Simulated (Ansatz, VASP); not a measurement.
**One calculation of MoS, two programs**

File INCAR:

```
SYSTEM = MoS
PREC = Accurate
ENCUT = 520
EDIFF = 1E-6
ISMEAR = 0
SIGMA = 0.1
LREAL = .FALSE.
LASPH = .TRUE.
NELM = 150
ALGO = Normal
ISIF = 2
LWAVE = .FALSE.
LCHARG = .FALSE.
ISPIN = 2
MAGMOM = 3.5 0
LORBIT = 11
LMAXMIX = 4
LDAU = .TRUE.
LDAUTYPE = 2
LDAUL = 2 -1
LDAUU = 4.38 0
LDAUJ = 0 0
LDAUPRINT = 1
GGA = PE
NBANDS = 21
```

Contents of KPOINTS:

```
regular mesh
0
G
  14 14 14
  0 0 0
```

The input POSCAR:

```
MoS
1.0
    3.1141191221      0.0000000000      0.0000000000
    0.0000000000      3.1141191221      0.0000000000
    0.0000000000      0.0000000000      3.1141191221
Mo S
1 1
Direct
    0.0000000000      0.0000000000      0.0000000000
    0.5000000000      0.5000000000      0.5000000000
```

Input for Ansatz:

```yaml
crystal:
  lattice:
    - [3.1141191185, 0.0, 0.0]
    - [0.0, 3.1141191185, 0.0]
    - [0.0, 0.0, 3.1141191185]
  atoms:
    - { symbol: Mo, position: [0.0, 0.0, 0.0], spin: 3.5 }
    - { symbol: S, position: [0.5, 0.5, 0.5] }
basis:
  ecutwfc: 420
kpoints:
  mp_grid: { grid: [14, 14, 14] }
hamiltonian:
  xc: pbe
  hubbard: { sites: [{ species: Mo, l: d, u_eff: 4.38 }] }
scf:
  occupations: { method: gaussian, width: 0.1 }
output:
  forces: true
  stress: true
  eigenvalues: true
  populations: true
magnetization:
  spin_polarized: true
```

Alike in both runs: task single point; functional PBE; k mesh 14 × 14 × 14; occupations gaussian, width 0.1 eV; collinear spin; Hubbard terms Mo d U = 4.38 eV.

|  | VASP | Ansatz |
| --- | --- | --- |
| version | VASP 6.6.1 | Ansatz 0.2.0 |
| potentials or method | VASP PAW PBE potentials, release 64 (Mo_sv, S), cutoff 520 eV | scalar-relativistic, plane waves, PAW |
| valence electrons in the cell | 20 | 20 |

Ansatz gave:

```
gap on the k mesh at the Fermi level (eV)                     : none
pressure (GPa)                                                : 30.9
net moment per atom (μB)                                      : 1.86
size of the moment on the site where the two differ most (μB) : 3.02
```

Question: Which values does VASP return?

Answer: gap on the k mesh at the Fermi level (eV): none; pressure (GPa): 0.5; net moment per atom (μB): 0.92; size of the moment on the site where the two differ most (μB): 1.83.

The net moments are unlike, so the other rows may belong to different states. Site moments also hang on the region over which each program counts them. The programs project onto different local orbitals, so the same U acts differently, and such runs can settle in different states. A gap of «none» marks a metal or a gap that the smearing closes. Ansatz's warnings: filled band counts differ across k points.
